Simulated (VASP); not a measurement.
The system is Be2Al.

```
Be Al
1.0
     4.07852    0.00000    0.00000
     0.00000    4.07852    0.00000
     0.00000    0.00000    3.76495
Be Al
4 2
Direct
  0.12500 0.33333 0.00000
  0.87500 0.66667 0.00000
  0.66667 0.12500 0.50000
  0.33333 0.87500 0.50000
  0.50000 0.50000 0.00000
  0.50000 0.50000 0.50000
```

The cell was generated, and may not be a known phase.

| Item | Value |
| --- | --- |
| Program | VASP 6.6.1 |
| Task | relaxation of cell and atoms |
| Functional | PBE |
| Potentials or basis | VASP PAW PBE potentials, release 64 (Be, Al) |
| Cutoff | 600 eV |
| k mesh | 4 × 4 × 4 |
| Occupations | gaussian, width 0.1 eV |
| Spin | no spin polarisation |

At the start: pressure 91.1 GPa; volume 10.44 Å³/atom.

Problem. How do energy, volume and symmetry change on relaxing?

Solution. Over 27 steps the energy falls by 2749.8 meV/atom and the volume is 14.46 Å³/atom (+38.5 %); space group P4_2/m (No. 84, to 0.1 Å) before, P4_2/mmc (No. 131, to 0.1 Å).

Step by step:
```csv
step,energy change (eV),largest force (eV/Å),pressure (GPa),volume (Å³)
1,0.0000,11.5668,91.10,62.63
2,-13.0765,0.0936,-10.67,133.29
3,-14.4682,0.7417,-4.57,103.37
4,-14.4737,0.7943,-4.11,102.42
5,-14.4730,0.8902,-3.30,100.91
6,-15.5934,1.0177,-5.10,98.23
7,-15.8570,1.0991,-4.57,96.51
8,-16.0267,1.1048,-0.25,92.42
9,-16.0289,1.0932,-2.10,93.99
10,-16.0425,1.0937,-1.50,93.44
11,-16.2876,0.7548,-0.55,90.77
12,-16.3737,0.8073,1.23,87.78
13,-16.4714,0.2402,0.28,88.18
14,-16.4772,0.1016,0.42,88.11
15,-16.4827,0.0473,-0.29,88.76
16,-16.4831,0.0345,-0.56,89.02
17,-16.4874,0.0386,-0.34,88.37
18,-16.4885,0.2364,0.49,86.49
19,-16.4907,0.1259,-0.05,87.57
20,-16.4911,0.1698,0.14,87.16
21,-16.4926,0.1686,0.20,86.90
22,-16.4932,0.1674,0.27,86.67
23,-16.4950,0.1314,0.15,86.78
24,-16.4976,0.0596,-0.19,87.11
25,-16.4977,0.0603,-0.23,87.15
26,-16.4982,0.0489,-0.15,87.03
27,-16.4989,0.0219,0.05,86.74
```

Final structure:
```
CELL_PARAMETERS angstrom
4.23906 0.00000 0.00000
0.00000 4.23906 0.00000
0.00000 0.00000 4.82708
ATOMIC_POSITIONS crystal
Be 0.00067 0.24459 0.00000
Be 0.99933 0.75541 0.00000
Be 0.75541 0.00067 0.50000
Be 0.24459 0.99933 0.50000
Al 0.50000 0.50000 0.00000
Al 0.50000 0.50000 0.50000
```

Caveat: the k points lie up to 0.37 Å⁻¹ apart in the final cell, too coarse for converged energies and pressures of a metal; the volume moved by over 15 % at a fixed basis, so the end points are rough.
